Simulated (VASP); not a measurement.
Here is a VASP 6.6.1 calculation.

Contents of INCAR:

```
SYSTEM = Sb
PREC     = Accurate       ! precision mode
ENCUT    = 520            ! plane-wave cutoff, eV
EDIFF    = 1E-6           ! SCF threshold, eV
ISMEAR   = -1             ! smearing method
SIGMA    = 0.1            ! smearing width, eV
LREAL    = .FALSE.        ! projectors in reciprocal space
LASPH    = .TRUE.         ! aspherical terms in the spheres
NELM     = 100            ! most SCF steps
ALGO     = Normal         ! electronic algorithm
ISIF     = 2              ! what is computed and relaxed
LWAVE    = .FALSE.        ! write WAVECAR
LCHARG   = .TRUE.         ! write CHGCAR
GGA      = PS             ! functional
LELF     = .TRUE.         ! ELF
LVHAR    = .TRUE.       
NBANDS   = 8              ! bands
```

File KPOINTS:

```
Automatic mesh
0
G
  13 13 13
  0 0 0
```

POSCAR

```
Sb
1.0
    0.0000000000      2.2579601244      2.2579601244
    2.2579601244      0.0000000000      2.2579601244
    2.2579601244      2.2579601244      0.0000000000
Sb
1
Direct
    0.0000000000      0.0000000000      0.0000000000
```

Potentials or basis: VASP PAW PBE potentials, release 64 (Sb).

Run with:

```console
$ cat potpaw_PBE.64/Sb/POTCAR > POTCAR
$ mpirun -np 1 vasp_std > vasp.out
```

**Question.** What does it give for the pressure?

**Answer.** 11.6 GPa.

Caveat: the PAW data sets were made with another functional, which shifts forces and pressure a little.
